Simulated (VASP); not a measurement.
# SiNi3 (Pm-3m) in VASP: further runs

The runs below take SiNi3 through single point, with PBE, PBEsol.

Program: VASP 6.6.1. These are calculated values, not measurements. Logs are shortened: lines on timing, memory, paths and dates and some standing lists are left out, and cuts for length are marked.

### Step 1. The cell of the first run

The structure is cubic, space group Pm-3m (No. 221). The conventional cell has a = 3.542 Å, b = 3.542 Å, c = 3.542 Å, α = 90.00°, β = 90.00°, γ = 90.00°. Ni (site symmetry 4/mmm) has 8 Ni at 2.50 Å and 4 Si at 2.50 Å within 3.3 Å. Si (site symmetry m-3m) has 12 Ni at 2.50 Å within 3.3 Å.

### Step 2. Single point, PBE, collinear spin, ferromagnetic start

File INCAR:

```
SYSTEM = SiNi3
  PREC = Accurate
  ENCUT = 600
  EDIFF = 1E-6
  ISMEAR = -1
  SIGMA = 0.05
  LREAL = .FALSE.
  LASPH = .TRUE.
  NELM = 200
  ALGO = Normal
  ISIF = 2
  LWAVE = .FALSE.
  LCHARG = .FALSE.
  ISPIN = 2
  MAGMOM = 0.266 0.267 0.267 0
  LORBIT = 11
  NUPDOWN = 0.8
  LMAXMIX = 4
  GGA = PE
  NBANDS = 29
  GGA_COMPAT = .FALSE.
```

File KPOINTS:

```
Automatic mesh
0
G
  8 8 8
  0 0 0
```

File POSCAR:

```
SiNi3
1.0
    3.5420000000      0.0000000000      0.0000000000
    0.0000000000      3.5420000000      0.0000000000
    0.0000000000      0.0000000000      3.5420000000
Ni Si
3 1
Direct
    0.5000000000      0.5000000000      0.0000000000
    0.5000000000      0.0000000000      0.5000000000
    0.0000000000      0.5000000000      0.5000000000
    0.0000000000      0.0000000000      0.0000000000
```

Potentials or basis: VASP PAW PBE potentials, release 64 (Ni, Si).

Command:

```console
$ cat potpaw_PBE.64/Ni/POTCAR potpaw_PBE.64/Si/POTCAR > POTCAR
$ mpirun -np 1 vasp_std > vasp.out
```

OUTCAR:

```text
SYSTEM = SiNi3
   PREC = Accurate
   ENCUT = 600
   EDIFF = 1E-6
   ISMEAR = -1
   LREAL = .FALSE.
   LASPH = .TRUE.
   NELM = 200
   ISIF = 2
   ISPIN = 2
   LORBIT = 11
   NUPDOWN = 0.8
   GGA = PE

 ion  position               nearest neighbor table
   1  0.500  0.500  0.000-   2 2.50   3 2.50   4 2.50   2 2.50   3 2.50   2 2.50   4 2.50   2 2.50
                             3 2.50   4 2.50   3 2.50   4 2.50
   2  0.500  0.000  0.500-   1 2.50   3 2.50   4 2.50   1 2.50   4 2.50   1 2.50   3 2.50   1 2.50
                             3 2.50   4 2.50   4 2.50   3 2.50
   3  0.000  0.500  0.500-   1 2.50   2 2.50   4 2.50   1 2.50   4 2.50   2 2.50   4 2.50   4 2.50
                             1 2.50   2 2.50   1 2.50   2 2.50
   4  0.000  0.000  0.000-   1 2.50   2 2.50   3 2.50   2 2.50   3 2.50   1 2.50   3 2.50   3 2.50
                             1 2.50   2 2.50   2 2.50   1 2.50

  LATTYP: Found a simple cubic cell.
 ALAT       =     3.5420000000

  Lattice vectors:

 A1 = (   3.5420000000,   0.0000000000,   0.0000000000)
 A2 = (   0.0000000000,   3.5420000000,   0.0000000000)
 A3 = (   0.0000000000,   0.0000000000,   3.5420000000)

Analysis of symmetry for initial positions (statically):
=====================================================================
 Subroutine PRICEL returns:
 Original cell was already a primitive cell.

 Routine SETGRP: Setting up the symmetry group for a
 simple cubic supercell.

 Subroutine GETGRP returns: Found 48 space group operations
 (whereof 48 operations were pure point group operations)
 out of a pool of 48 trial point group operations.

The static configuration has the point symmetry O_h .

Analysis of symmetry for dynamics (positions and initial velocities):
=====================================================================
 Subroutine PRICEL returns:
 Original cell was already a primitive cell.

 Routine SETGRP: Setting up the symmetry group for a
 simple cubic supercell.

 Subroutine GETGRP returns: Found 48 space group operations
 (whereof 48 operations were pure point group operations)
 out of a pool of 48 trial point group operations.

The dynamic configuration has the point symmetry O_h .

Analysis of structural, dynamic, and magnetic symmetry:
=====================================================================
 Subroutine PRICEL returns:
 Original cell was already a primitive cell.

 Routine SETGRP: Setting up the symmetry group for a
 simple cubic supercell.

 Subroutine GETGRP returns: Found 16 space group operations
 (whereof 16 operations were pure point group operations)
 out of a pool of 48 trial point group operations.

The overall configuration has the point symmetry D_4h.

 Subroutine INISYM returns: Found 16 space group operations
 (whereof 16 operations are pure point group operations),
 and found     1 'primitive' translations

----------------------------------------------------------------------------------------

                                     Primitive cell

  volume of cell :      44.4371

  direct lattice vectors                    reciprocal lattice vectors
     3.542000000  0.000000000  0.000000000     0.282326369  0.000000000  0.000000000
     0.000000000  3.542000000  0.000000000     0.000000000  0.282326369  0.000000000
     0.000000000  0.000000000  3.542000000     0.000000000  0.000000000  0.282326369

  length of vectors
     3.542000000  3.542000000  3.542000000     0.282326369  0.282326369  0.282326369

  position of ions in fractional coordinates (direct lattice)
     0.500000000  0.500000000  0.000000000
     0.500000000  0.000000000  0.500000000
     0.000000000  0.500000000  0.500000000
     0.000000000  0.000000000  0.000000000

  ion indices of the primitive-cell ions
   primitive index   ion index
                 1           1
                 2           2
                 3           3
                 4           4

----------------------------------------------------------------------------------------

 KPOINTS: Automatic mesh

Automatic generation of k-mesh.
 Grid dimensions read from file:
 generate k-points for:    8    8    8

 Generating k-lattice:

  Cartesian coordinates                     Fractional coordinates (reciprocal lattice)
     0.035290796  0.000000000  0.000000000     0.125000000  0.000000000  0.000000000
     0.000000000  0.035290796  0.000000000     0.000000000  0.125000000  0.000000000
     0.000000000  0.000000000  0.035290796     0.000000000  0.000000000  0.125000000

  Length of vectors
     0.035290796  0.035290796  0.035290796

  Shift w.r.t. Gamma in fractional coordinates (k-lattice)
     0.000000000  0.000000000  0.000000000

 Subroutine IBZKPT returns following result:
 ===========================================

 Found     75 irreducible k-points:

 Following reciprocal coordinates:
            Coordinates               Weight
  0.000000  0.000000  0.000000      1.000000
  0.125000  0.000000  0.000000      4.000000
  0.000000  0.000000  0.125000      2.000000
  0.250000  0.000000  0.000000      4.000000
  0.000000  0.000000  0.250000      2.000000
  0.375000  0.000000  0.000000      4.000000
[... 16 lines left out ...]
  0.375000  0.250000  0.000000      8.000000
  0.000000  0.375000  0.250000      8.000000
 [... further k-points ...]
   k-points           NKPTS =     75   k-points in BZ     NKDIM =     75   number of bands    NBANDS=     29
   number of dos      NEDOS =    301   number of ions     NIONS =      4
   total plane-waves  NPLWV =  21952
   dimension x,y,z NGX =    28 NGY =   28 NGZ =   28
   dimension x,y,z NGXF=    56 NGYF=   56 NGZF=   56
   ions per type =               3   1
   NGX,Y,Z   is equivalent  to a cutoff of  13.14, 13.14, 13.14 a.u.
   NGXF,Y,Z  is equivalent  to a cutoff of  26.28, 26.28, 26.28 a.u.
 SYSTEM =  SiNi3
   PREC   = accura    normal or accurate (medium, high low for compatibility)
   ISTART =      0    job   : 0-new  1-cont  2-samecut
   ICHARG =      2    charge: 1-file 2-atom 10-const
   ISPIN  =      2    spin polarized calculation?
   LNONCOLLINEAR =      F non collinear calculations
   LSORBIT =      F    spin-orbit coupling
   LASPH  =      T    aspherical Exc in radial PAW
   ENCUT  =  600.0 eV  44.10 Ry    6.64 a.u.   7.07  7.07  7.07*2*pi/ulx,y,z
   NELM   =    200;   NELMIN=  2; NELMDL= -5     # of ELM steps
   EDIFF  = 0.1E-05   stopping-criterion for ELM
   LREAL  =      F    real-space projection
   EDIFFG = 0.1E-04   stopping-criterion for IOM
   NSW    =      0    number of steps for IOM
   IBRION =     -1    ionic relax: 0-MD 1-quasi-New 2-CG
   NFREE  =      0    steps in history (QN), initial steepest desc. (CG)
   ISIF   =      2    stress and relaxation
   ISYM   =      2    0-nonsym 1-usesym 2-fastsym
   POTIM  = 0.5000    time-step for ionic-motion
   TEBEG  =    0.0;   TEEND  =   0.0 temperature during run
   PSTRESS=    0.0 pullay stress
   NELECT =      34.0000    total number of electrons
   NUPDOWN=       0.8000    fix difference up-down
   EMIN   =  10.00;   EMAX   =-10.00  energy-range for DOS
   EFERMI =   0.00;   METHOD = LEGACY
   ISMEAR =    -1;   SIGMA  =   0.05  broadening in eV -4-tet -1-fermi 0-gaus
   EFERMI_NEDOS =   21; number of points for ismear=-14 and -15
   IALGO  =     38    algorithm
   IMIX   =      4    mixing-type and parameters
     AMIX     =   0.40;   BMIX     =  1.00
     AMIX_MAG =   1.60;   BMIX_MAG =  1.00
  volume/ion in A,a.u.               =      11.11        74.97
  Fermi-wavevector in a.u.,A,eV,Ry     =   1.497336  2.829555 30.504465  2.242015
  Thomas-Fermi vector in A             =   2.609237
   LORBIT       =     11    0 simple, 1 ext, 2 COOP (PROOUT), +10 PAW based schemes
   GGA     = PE    functional components
   LHFCALC =     F    Hartree Fock is set to
   AEXX    =    0.0000 exact exchange contribution
   IVDW    =     0    specifies the selected vdW correction
   LEPSILON=     F    determine dielectric tensor
   LRPA    =     F    only Hartree local field effects (RPA)
 spin polarized calculation
  energy-cutoff  :      600.00
  volume of cell :       44.44
 maximum number of plane-waves:      1503
   NGX = 15   NGY = 15   NGZ = 15

 number of electron      33.9999988 magnetization       0.7999999

 Free energy of the ion-electron system (eV)
  ---------------------------------------------------
  ext. energy  EPLUGINS =         0.00000000
  ---------------------------------------------------
  free energy    TOTEN  =       -23.55952324 eV

  energy without entropy =      -23.53238220  energy(sigma->0) =      -23.54595272

 E-fermi :  10.1354     XC(G=0): -12.9333

 val. band max:       10.5888500299   @ k =   0.5000   0.3750   0.2500
 cond. band min:      10.1507704072   @ k =   0.5000   0.5000   0.5000
 fundamental gap:     -0.4380796227
 Fermi energy:        10.5891290972

 spin component 1

 k-point     1 :       0.0000    0.0000    0.0000
  band No.  band energies     occupation
      1      -1.4657      1.00000
      2       5.4385      1.00000
      3       6.2259      1.00000
      4       6.2259      1.00000
      5       6.6429      1.00000
      6       6.6429      1.00000
[... 21 lines left out ...]
     28      23.9750      0.00000
     29      24.0180      0.00000

 k-point     2 :       0.1250    0.0000    0.0000
  band No.  band energies     occupation
      1      -1.2880      1.00000
      2       5.4483      1.00000
      3       6.0003      1.00000
      4       6.3477      1.00000
      5       6.6369      1.00000
      6       6.6369      1.00000
[... 21 lines left out ...]
     28      23.2328      0.00000
     29      23.9564      0.00000

 k-point     3 :       0.0000    0.0000    0.1250
  band No.  band energies     occupation
      1      -1.2880      1.00000
      2       5.4483      1.00000
      3       6.0003      1.00000
      4       6.3477      1.00000
      5       6.6369      1.00000
      6       6.6369      1.00000
[... 638 lines left out ...]
      5       6.5958      1.00000
      6       7.1402      1.00000
[... 21 lines left out ...]
     28      24.1755      0.00000
     29      24.2872      0.00000

 k-point    24 :       0.0000    0.3750    0.2500
  band No.  band energies     occupation
      1       0.5913      1.00000
      2       3.9700      1.00000
      3       5.4357      1.00000
      4       6.4278      1.00000
      5       6.5958      1.00000
      6       7.1402      1.00000
[... 21 lines left out ...]
     28      24.1756      0.00000
     29      24.2872      0.00000

 [... further k-points ...]

 spin component 2

 k-point     1 :       0.0000    0.0000    0.0000
  band No.  band energies     occupation
      1      -1.4675      1.00000
      2       5.5236      1.00000
      3       6.4056      1.00000
      4       6.4057      1.00000
      5       6.9306      1.00000
      6       6.9306      1.00000
[... 21 lines left out ...]
     28      24.0328      0.00000
     29      24.0328      0.00000

 k-point     2 :       0.1250    0.0000    0.0000
  band No.  band energies     occupation
      1      -1.2897      1.00000
      2       5.5274      1.00000
      3       6.1453      1.00000
      4       6.5307      1.00000
      5       6.9049      1.00000
      6       6.9049      1.00000
[... 21 lines left out ...]
     28      23.2592      0.00000
     29      23.9997      0.00000

 k-point     3 :       0.0000    0.0000    0.1250
  band No.  band energies     occupation
      1      -1.2897      1.00000
      2       5.5274      1.00000
      3       6.1453      1.00000
      4       6.5307      1.00000
      5       6.9049      1.00000
      6       6.9049      1.00000
[... 638 lines left out ...]
      5       6.7003      1.00000
      6       7.3975      1.00000
[... 21 lines left out ...]
     28      24.2344      0.00000
     29      24.3190      0.00000

 k-point    24 :       0.0000    0.3750    0.2500
  band No.  band energies     occupation
      1       0.5916      1.00000
      2       3.9934      1.00000
      3       5.5104      1.00000
      4       6.5683      1.00000
      5       6.7003      1.00000
      6       7.3975      1.00000
[... 21 lines left out ...]
     28      24.2344      0.00000
     29      24.3190      0.00000

 [... further k-points ...]
[... 5 lines left out ...]
  --------------------------------------------------------------------------------------
  -------------------------------------------------------------------------------------
  Total       -1.4486040     -1.4486040     -1.4487774      0.0000000     -0.0000000      0.0000000
  in kB      -52.2293448    -52.2293448    -52.2355985      0.0000000     -0.0000000      0.0000000
  external PRESSURE =     -52.2314294 kB  Pullay stress =       0.0000000 kB

 VOLUME and BASIS-vectors are now :
 -----------------------------------------------------------------------------
  energy-cutoff  :      600.00
  volume of cell :       44.44
      direct lattice vectors                 reciprocal lattice vectors
     3.542000000  0.000000000  0.000000000     0.282326369  0.000000000  0.000000000
     0.000000000  3.542000000  0.000000000     0.000000000  0.282326369  0.000000000
     0.000000000  0.000000000  3.542000000     0.000000000  0.000000000  0.282326369

 POSITION                                       TOTAL-FORCE (eV/Angst)
 -----------------------------------------------------------------------------------
      1.77100      1.77100      0.00000         0.000000      0.000000      0.000000
      1.77100      0.00000      1.77100         0.000000      0.000000      0.000000
      0.00000      1.77100      1.77100         0.000000      0.000000      0.000000
      0.00000      0.00000      0.00000         0.000000      0.000000      0.000000
 -----------------------------------------------------------------------------------
    total drift:                                0.000000      0.000000      0.000000

  FREE ENERGIE OF THE ION-ELECTRON SYSTEM (eV)
  ---------------------------------------------------
  free  energy   TOTEN  =       -23.5595232384 eV

  energy  without entropy=      -23.5323822013  energy(sigma->0) =      -23.54595272

 total charge

# of ion       s       p       d       tot
------------------------------------------
    1        0.472   0.544   8.384   9.399
    2        0.472   0.544   8.384   9.399
    3        0.472   0.544   8.384   9.399
    4        0.727   0.813   0.000   1.540
--------------------------------------------------
tot          2.143   2.443  25.151  29.737

 magnetization (x)

# of ion       s       p       d       tot
------------------------------------------
    1       -0.002  -0.005   0.278   0.270
    2       -0.002  -0.005   0.278   0.270
    3       -0.002  -0.005   0.278   0.270
    4       -0.001   0.007   0.000   0.006
--------------------------------------------------
tot         -0.009  -0.007   0.833   0.817
```

Run time: 1.8 min. Hardware: 1 thread of Intel Xeon 6975P-C (Granite Rapids), shared host; peak memory 0.28 GiB.

What came out:

```yaml
Free_energy: -23.5595 eV
Pressure: -5.2 GPa
Net_moment: 0.80 μB per cell
Site_moments: Ni +0.27; Si +0.01 μB
Valence_electrons_inside_the_program's_atomic_spheres: Ni 9.40; Si 1.54
```

Caveat: the total moment is fixed, so each spin has its own Fermi level.

### Step 3. Single point, PBEsol, collinear spin, ferromagnetic start

File INCAR:

```
ALGO     = Normal         # electronic algorithm
EDIFF    = 1E-6           # SCF threshold, eV
ENCUT    = 590            # plane-wave cutoff, eV
GGA      = PS             # functional
GGA_COMPAT= False        
ISIF     = 2              # what is computed and relaxed
ISMEAR   = -1             # smearing method
ISPIN    = 2              # spin polarisation
LASPH    = True           # aspherical terms in the spheres
LCHARG   = False          # write CHGCAR
LMAXMIX  = 4              # l up to which the mixer works
LORBIT   = 11             # projections on sites
LREAL    = False          # projectors in reciprocal space
LWAVE    = False          # write WAVECAR
MAGMOM   = 1 1 1 0        # initial moments
NBANDS   = 41             # bands
NELM     = 200            # most SCF steps
PREC     = Accurate       # precision mode
SIGMA    = 0.05           # smearing width, eV
```

File KPOINTS:

```
k-points
0
Gamma
  4 4 4
```

POSCAR is that of step 2.

Potentials or basis: VASP PAW PBE potentials, release 64 (Ni_sv_GW, Si).

Command:

```console
$ cat potpaw_PBE.64/Ni_sv_GW/POTCAR potpaw_PBE.64/Si/POTCAR > POTCAR
$ mpirun -np 1 vasp_std > vasp.out
```

It took 71 s on 1 thread of Intel Xeon Platinum 8259CL at 2.50GHz (Skylake/Cascade Lake), shared host; peak memory 0.2 GiB.

The run converged. Its results:

| Item | Value |
| --- | --- |
| Free energy | -28.9734 eV |
| Pressure | -16.8 GPa |
| Band gap on the k mesh | zero (filled and empty bands overlap) |
| Net moment | 0.00 μB per cell |
| Valence electrons inside the program's atomic spheres | Ni 16.41; Si 1.53 |

Levels at points of the mesh, in eV from the Fermi level:
Spin up:
```
           k point  band 27  band 28  band 29  band 30  band 31  band 32
(0.00, 0.00, 0.00)    -0.64    -0.33    -0.03    -0.03    -0.03     4.47
(0.50, 0.00, 0.00)    -1.16    -0.58    -0.03     3.44     3.44     4.83
(0.50, 0.50, 0.00)    -1.12    -1.03    -0.98     0.57     0.57     5.38
(0.50, 0.50, 0.50)    -1.25    -0.52    -0.26    -0.26    -0.26     1.05
```
Spin down:
```csv
k point,band 25,band 26,band 27,band 28,band 29,band 30,band 31,band 32,band 33,band 34
"(0.00, 0.00, 0.00)",-0.95,-0.64,-0.64,-0.33,-0.03,-0.03,-0.03,4.47,6.10,6.10
"(0.50, 0.00, 0.00)",-1.33,-1.30,-1.16,-0.58,-0.03,3.44,3.44,4.83,5.07,5.07
"(0.50, 0.50, 0.00)",-1.43,-1.43,-1.12,-1.03,-0.98,0.57,0.57,5.38,6.08,7.45
"(0.50, 0.50, 0.50)",-1.44,-1.25,-1.25,-0.52,-0.25,-0.25,-0.25,1.05,3.78,3.78
```

Caveat: the k points lie up to 0.44 Å⁻¹ apart; the PAW data sets were made with another functional, which shifts forces and pressure a little.
